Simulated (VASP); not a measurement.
Wanted: the native input for a VASP 6.6.1 run.

| Quantity | Value |
| --- | --- |
| Task | electric field gradients |
| Functional | PBEsol |
| Potentials or basis | VASP PAW PBE potentials, release 64 (W_sv, S) |
| Cutoff | 520 eV |
| k mesh | 15 × 15 × 15 |
| Occupations | fermi-dirac, width 0.03 eV |
| Spin | no spin polarisation |
| Dipole correction | no |
| Further INCAR settings | ALGO = Normal; EDIFF = 1e-08; NBANDS = 20 |

The structure of WS2 lies in POSCAR:

```
WS2
1.0
    1.5467668421      0.8930262526      6.0375124514
   -1.5467668421      0.8930262526      6.0375124514
    0.0000000000     -1.7860525053      6.0375124514
W S
1 2
Direct
    0.0000000000      0.0000000000      0.0000000000
    0.7503000000      0.7503000000      0.7503000000
    0.5810000000      0.5810000000      0.5810000000
```

These files were run (other wordings do the same):

INCAR

```
SYSTEM = WS2
PREC = Accurate
ENCUT = 520
EDIFF = 1E-8
ISMEAR = -1
SIGMA = 0.03
LREAL = .False.
LASPH = .True.
NELM = 100
ALGO = Normal
ISIF = 2
LWAVE = .False.
LCHARG = .False.
GGA = PS
LEFG = .True.
NBANDS = 20
```

KPOINTS

```
Automatic mesh
0
Gamma
  15 15 15
  0 0 0
```

Potentials or basis: VASP PAW PBE potentials, release 64 (W_sv, S).

Run with:

```sh
$ cat potpaw_PBE.64/W_sv/POTCAR potpaw_PBE.64/S/POTCAR > POTCAR
$ mpirun -np 1 vasp_std > vasp.out
```

It gave:

```
Pressure                                : 11.4 GPa
Largest force                           : 1.499 eV/Å
Band gap on the k mesh                  : 0.96 eV (least direct gap 2.05 eV)
Largest electric field gradient by atom : W -167.3; S -53.5, -45.6 V/Å²
```

Caveat: the cell stands under pressure; without QUAD_EFG the Cq values of the log hold for a quadrupole moment of 1 mb, not for the nuclei; the PAW data sets were made with another functional, which shifts forces and pressure a little; spin-orbit coupling is left out, which moves the levels of the heavy elements; an odd mesh through Γ misses points on the zone boundary, where band edges can lie.

Run time: 8.8 min on 1 thread of Intel(R) Xeon(R) 6975P-C (Granite Rapids) (shared host), peak memory 0.54 GiB.
